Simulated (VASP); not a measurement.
Crystal: LiHf2O2.

```
Li Hf O
1.0
     3.87694    0.00000    0.00000
    -1.93847    3.35752    0.00000
     0.00000    0.00000    6.43524
Li Hf O
1 2 2
Cartesian
  0.0000 0.0000 0.0000
  1.9385 1.1192 2.3922
  0.0000 2.2383 4.0430
  0.0000 2.2383 1.6593
  1.9385 1.1192 4.7760
```

| Property | Result |
| --- | --- |
| Program | VASP 6.6.1 |
| Task | relaxation of cell and atoms |
| Functional | PBE |
| Potentials or basis | VASP PAW PBE potentials, release 64 (Li_sv, Hf_pv, O) |
| Cutoff | 600 eV |
| k mesh | 6 × 6 × 4 |
| Occupations | gaussian, width 0.1 eV |
| Spin | no spin polarisation |

At the start: pressure -9.6 GPa; volume 16.75 Å³/atom.

Problem. How do energy, volume and symmetry change on relaxing?

Solution. Over 87 steps the energy falls by 633.6 meV/atom and the volume is 16.21 Å³/atom (-3.3 %); space group P-3m1 (No. 164, to 0.05 Å).

Step by step:
| step | energy change (eV) | largest force (eV/Å) | pressure (GPa) | volume (Å³) |
| --- | --- | --- | --- | --- |
| 1 | 0.0000 | 2.7200 | -9.57 | 83.77 |
| 4 | -1.5858 | 1.0231 | 0.65 | 74.49 |
| 7 | -1.9115 | 0.8609 | 9.72 | 78.40 |
| 10 | -2.1848 | 0.7359 | -0.93 | 87.78 |
| 13 | -2.2220 | 0.5362 | 1.07 | 88.41 |
| 16 | -2.2891 | 0.3467 | -2.19 | 92.31 |
| 19 | -2.3793 | 0.0269 | -0.53 | 90.14 |
| 22 | -2.4027 | 0.1113 | -0.39 | 88.21 |
| 25 | -2.4089 | 0.0708 | 0.39 | 87.55 |
| 28 | -2.4120 | 0.0760 | -0.17 | 87.55 |
| 31 | -2.4166 | 0.1593 | -0.39 | 86.88 |
| 34 | -2.4206 | 0.1970 | 0.75 | 85.78 |
| 37 | -2.4462 | 0.2684 | 1.68 | 84.28 |
| 40 | -2.4549 | 0.2972 | 3.07 | 83.00 |
| 43 | -2.4619 | 0.2921 | 2.55 | 83.29 |
| 46 | -2.4655 | 0.3034 | 2.26 | 83.45 |
| 49 | -2.4807 | 0.2278 | -0.44 | 85.17 |
| 52 | -2.5045 | 0.2330 | -0.50 | 85.71 |
| 55 | -2.5341 | 0.3793 | 2.49 | 84.63 |
| 58 | -2.5381 | 0.4627 | 3.83 | 83.93 |
| 61 | -2.5594 | 0.6684 | 4.62 | 83.52 |
| 64 | -2.5042 | 3.7037 | 13.03 | 80.28 |
| 67 | -2.6277 | 2.1548 | 8.80 | 81.62 |
| 70 | -2.6660 | 2.8708 | 9.42 | 81.42 |
| 73 | -2.8491 | 2.1192 | 4.88 | 83.19 |
| 76 | -3.0032 | 1.1480 | 0.85 | 84.50 |
| 79 | -3.1044 | 0.3332 | -2.56 | 85.51 |
| 82 | -3.1442 | 0.4241 | 0.52 | 82.79 |
| 85 | -3.1614 | 0.0931 | -0.18 | 81.95 |
| 87 | -3.1679 | 0.0238 | 0.22 | 81.03 |

Final structure:
```cif
data_structure
_symmetry_space_group_name_H-M 'P 1'
_symmetry_Int_Tables_number 1
_cell_length_a 3.4310
_cell_length_b 3.4310
_cell_length_c 7.9479
_cell_angle_alpha 90.000
_cell_angle_beta 90.000
_cell_angle_gamma 120.000
_cell_volume 81.03
loop_
_atom_site_label
_atom_site_type_symbol
_atom_site_fract_x
_atom_site_fract_y
_atom_site_fract_z
_atom_site_occupancy
Li1 Li 0.00000 0.00000 0.00000 1
Hf1 Hf 0.66667 0.33333 0.31165 1
Hf2 Hf 0.33333 0.66667 0.68835 1
O1 O 0.33333 0.66667 0.40179 1
O2 O 0.66667 0.33333 0.59821 1
```

Caveat: the cutoff is under 1.25 times the usual one of these potentials, so pressure, stress and relaxed cells hold a basis-set (Pulay) error; an odd number of electrons without spin polarisation forces a metal; a magnetic or distorted state may lie lower.
